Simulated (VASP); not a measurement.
Set up this calculation in VASP 6.6.1, as the native input.

* Task: single point
* Functional: PBEsol
* Potentials or basis: VASP PAW PBE potentials, release 64 (Pb_d)
* Cutoff: 520 eV
* k mesh: 6 × 6 × 6
* Occupations: gaussian, width 0.1 eV
* Spin: no spin polarisation
* Dipole correction: no
* Further INCAR settings: ALGO = Normal; EDIFF = 1e-06; NBANDS = 21

The structure of Pb lies in POSCAR:

```
Pb
1.0
    0.0000000000      3.2376298836      3.2376298836
    3.2376298836      0.0000000000      3.2376298836
    3.2376298836      3.2376298836      0.0000000000
Pb
2
Direct
    0.5000000000      0.5000000000      0.5000000000
    0.7500000000      0.7500000000      0.7500000000
```

The input as run:

INCAR

```
PREC     = Accurate       # precision mode
ENCUT    = 520            # plane-wave cutoff, eV
EDIFF    = 1E-6           # SCF threshold, eV
ISMEAR   = 0              # smearing method
SIGMA    = 0.1            # smearing width, eV
LREAL    = F              # projectors in reciprocal space
LASPH    = T              # aspherical terms in the spheres
NELM     = 100            # most SCF steps
ALGO     = Normal         # electronic algorithm
ISIF     = 2              # what is computed and relaxed
LWAVE    = F              # write WAVECAR
LCHARG   = F              # write CHGCAR
GGA      = PS             # functional
NBANDS   = 21             # bands
```

KPOINTS

```
Automatic mesh
0
Gamma
  6 6 6
```

Potentials or basis: VASP PAW PBE potentials, release 64 (Pb_d).

Command:

```sh
$ cat potpaw_PBE.64/Pb_d/POTCAR > POTCAR
$ mpirun -np 1 vasp_std > vasp.out
```

It gave:

| Quantity | Value |
| --- | --- |
| Pressure | 9.6 GPa |
| Band gap on the k mesh | zero (band 14 reaches 6.50 eV, above the bottom of band 15 at 5.11 eV) |

Caveat: the PAW data sets were made with another functional, which shifts forces and pressure a little; spin-orbit coupling is left out, which moves the levels of the heavy elements.

Wall time 8.7 s on 1 thread of Intel(R) Xeon(R) 6975P-C (Granite Rapids), on a shared host, peak memory 0.2 GiB.
